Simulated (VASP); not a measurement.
Here is a VASP 6.6.1 calculation.

POSCAR

```
CaO
1.0
    0.0000000000      2.3975473901      2.3975473901
    2.3975473901      0.0000000000      2.3975473901
    2.3975473901      2.3975473901      0.0000000000
Ca O
1 1
Direct
    0.0000000000      0.0000000000      0.0000000000
    0.5000000000      0.5000000000      0.5000000000
```

The input INCAR.step1:

```
  PREC = Accurate
  ENCUT = 1480
  ISMEAR = 0
  SIGMA = 0.01
  LREAL = False
  LASPH = True
  NELM = 120
  NBANDS = 15
  GGA = PE
  ALGO = Normal
  EDIFF = 1E-5
  LWAVE = True
  LCHARG = False
  GGA_COMPAT = False
```

The input INCAR.step2:

```
  PREC = Accurate
  ENCUT = 1480
  EDIFF = 1E-6
  ISMEAR = 0
  SIGMA = 0.01
  LREAL = False
  LASPH = True
  NELM = 120
  ALGO = Normal
  ISIF = 2
  LWAVE = False
  LCHARG = False
  METAGGA = R2SCAN
  LMIXTAU = True
  NBANDS = 15
  ISTART = 1
  GGA_COMPAT = False
```

KPOINTS

```
Automatic mesh
0
Gamma
  3 3 3
```

Potentials or basis: VASP PAW PBE potentials, release 64 (Ca_sv, O_h).

The run is started by

```sh
$ cat potpaw_PBE.64/Ca_sv/POTCAR potpaw_PBE.64/O_h/POTCAR > POTCAR
$ cp INCAR.step1 INCAR
$ mpirun -np 1 vasp_std > vasp.out
$ cp INCAR.step2 INCAR
$ mpirun -np 1 vasp_std > vasp.out
```

(1) What does it give for the pressure?

(2) Estimate the band gap on the k mesh.

Results:

(1) 1.2 GPa.

(2) 4.67 eV (least direct gap 5.03 eV).

Caveat: the k points lie up to 0.76 Å⁻¹ apart; the PAW data sets were made with another functional, which shifts forces and pressure a little; an odd mesh through Γ misses points on the zone boundary, where band edges can lie.
